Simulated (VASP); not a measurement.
Si, 2 atoms in the cell. It takes space group P6_3/mmc (No. 194, hexagonal). Conventional cell: a = 2.444 Å, b = 2.444 Å, c = 4.152 Å, α = 90.00°, β = 90.00°, γ = 120.00°. Within 3.2 Å of Si (site symmetry -6m2) lie 12 Si at 2.44 to 2.51 Å. This isn't the form of Si at room conditions, which is diamond.

| Quantity | Value |
| --- | --- |
| Program | VASP 6.6.1 |
| Task | relaxation of cell and atoms |
| Functional | PBEsol |
| Potentials or basis | VASP PAW PBE potentials, release 64 (Si) |
| Cutoff | 600 eV |
| k mesh | 16 × 16 × 8 |
| Occupations | fermi-dirac, width 0.1 eV |
| Spin | no spin polarisation |
| Dipole correction | no |
| Further INCAR settings | ALGO = Normal; EDIFF = 1e-06; IBRION = 2; EDIFFG = -0.002; NSW = 100; ISIF = 3 |

Potentials or basis: VASP PAW PBE potentials, release 64 (Si).

The run is started by

```console
$ cat potpaw_PBE.64/Si/POTCAR > POTCAR
$ mpirun -np 1 vasp_std > vasp.out
```

Hardware: 1 thread of Intel Xeon 8259CL, with other jobs on the host.

Question: Estimate the wall time of this run.

Answer: Run time: 2.7 min on 1 thread of Intel Xeon 8259CL, on a shared host, peak memory 0.15 GiB. Counts: scf iterations 47, k points 150, ion steps 11.
